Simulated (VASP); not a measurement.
Wanted: the native input for a VASP 6.6.1 run.

- Task: single point
- Functional: PBE
- Potentials or basis: VASP PAW PBE potentials, release 64 (Hf_pv, Sn_d, S)
- Cutoff: 520 eV
- k mesh: 2 × 3 × 3
- Occupations: gaussian, width 0.1 eV
- Spin: no spin polarisation
- Dipole correction: no
- Further INCAR settings: ALGO = Normal; EDIFF = 1e-06; NBANDS = 62

The structure of HfSn3S8 lies in POSCAR:

```
HfSn3S8
1.0
    0.0000000000      0.0000000000      6.8166630000
    7.3978110740     -0.0000000289      0.0000000000
   -3.6989055120      6.4066923369      0.0000000000
Hf Sn S
1 3 8
Direct
    0.0000000000      0.0000000000      0.0000000000
    0.0000000000      0.5000000000      0.5000000000
    0.0000000000      0.5000000000      0.0000000000
    0.0000000000      1.0000000000      0.5000000000
    0.2165610000      0.6693210000      0.8346605000
    0.2148820000      0.6666666667      0.3333333333
    0.2165610000      0.1653395000      0.8346605000
    0.2165610000      0.1653395000      0.3306790000
    0.7834390000      0.8346605000      0.6693210000
    0.7834390000      0.8346605000      0.1653395000
    0.7851180000      0.3333333333      0.6666666667
    0.7834390000      0.3306790000      0.1653395000
```

These files were run (other wordings do the same):

INCAR

```
ALGO     = Normal         # electronic algorithm
EDIFF    = 1E-6           # SCF threshold, eV
ENCUT    = 520            # plane-wave cutoff, eV
GGA      = PE             # functional
ISIF     = 2              # what is computed and relaxed
ISMEAR   = 0              # smearing method
LASPH    = T              # aspherical terms in the spheres
LCHARG   = F              # write CHGCAR
LREAL    = F              # projectors in reciprocal space
LWAVE    = F              # write WAVECAR
NBANDS   = 62             # bands
NELM     = 100            # most SCF steps
PREC     = Accurate       # precision mode
SIGMA    = 0.1            # smearing width, eV
```

KPOINTS

```
k-points
0
Gamma
  2 3 3
```

Potentials or basis: VASP PAW PBE potentials, release 64 (Hf_pv, Sn_d, S).

Command:

```bash
$ cat potpaw_PBE.64/Hf_pv/POTCAR potpaw_PBE.64/Sn_d/POTCAR potpaw_PBE.64/S/POTCAR > POTCAR
$ mpirun -np 1 vasp_std > vasp.out
```

Results of the run:

```
Pressure               : -0.2 GPa
Largest force          : 0.043 eV/Å
Band gap on the k mesh : 0.89 eV (least direct gap 0.97 eV)
```

Caveat: the k points lie up to 0.46 Å⁻¹ apart; spin-orbit coupling is left out, which moves the levels of the heavy elements; this functional lacks dispersion, which binds layers or chains, so the pressure and a relaxed spacing across them are unreliable.

It took 5.3 min on 1 thread of Intel Xeon 8259CL (shared host), peak memory 0.48 GiB.
